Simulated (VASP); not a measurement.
A run of VASP 6.6.1 is set up as follows.

INCAR

```
SYSTEM = NaPS
ALGO     = Normal         ! electronic algorithm
EDIFF    = 1E-7           ! SCF threshold, eV
EDIFFG   = -0.04          ! ionic threshold
ENCUT    = 600            ! plane-wave cutoff, eV
GGA      = PE             ! functional
IBRION   = 2              ! ionic algorithm
ISIF     = 3              ! what is computed and relaxed
ISMEAR   = 0              ! smearing method
LASPH    = .True.         ! aspherical terms in the spheres
LCHARG   = .False.        ! write CHGCAR
LREAL    = .False.        ! projectors in reciprocal space
LWAVE    = .False.        ! write WAVECAR
NELM     = 100            ! most SCF steps
NSW      = 90             ! ionic steps
PREC     = Accurate       ! precision mode
SIGMA    = 0.1            ! smearing width, eV
```

The input KPOINTS:

```
k-points
0
Gamma
  4 4 4
  0 0 0
```

The input POSCAR:

```
NaPS
1.0
    4.7471111200      0.0000000000      0.0000000000
    0.0000000000      4.7471111200      0.0000000000
    0.0000000000      0.0000000000      6.7134289300
Na P S
2 2 2
Direct
    0.0000000000      0.5000000000      0.0000000000
    0.5000000000      0.0000000000      0.5000000000
    0.0000000000      0.0000000000      0.7500000000
    0.0000000000      0.0000000000      0.2500000000
    0.5000000000      0.5000000000      0.2500000000
    0.5000000000      0.5000000000      0.7500000000
```

Potentials or basis: VASP PAW PBE potentials, release 64 (Na_pv, P, S).

Run with:

```console
$ cat potpaw_PBE.64/Na_pv/POTCAR potpaw_PBE.64/P/POTCAR potpaw_PBE.64/S/POTCAR > POTCAR
$ mpirun -np 1 vasp_std > vasp.out
```

Q: Predict the band gap on the k mesh.

A: Zero (band 18 reaches 5.29 eV, above the bottom of band 19 at 3.79 eV).

Q: Predict the relaxed volume.

A: 20.03 Å³/atom.

Stress tensor (GPa, compression positive):
```
 0.25  0.00  0.00
 0.00  0.25  0.00
 0.00  0.00 -0.26
```

Caveat: the volume moved by over 15 % at a fixed basis, so the end points are rough.
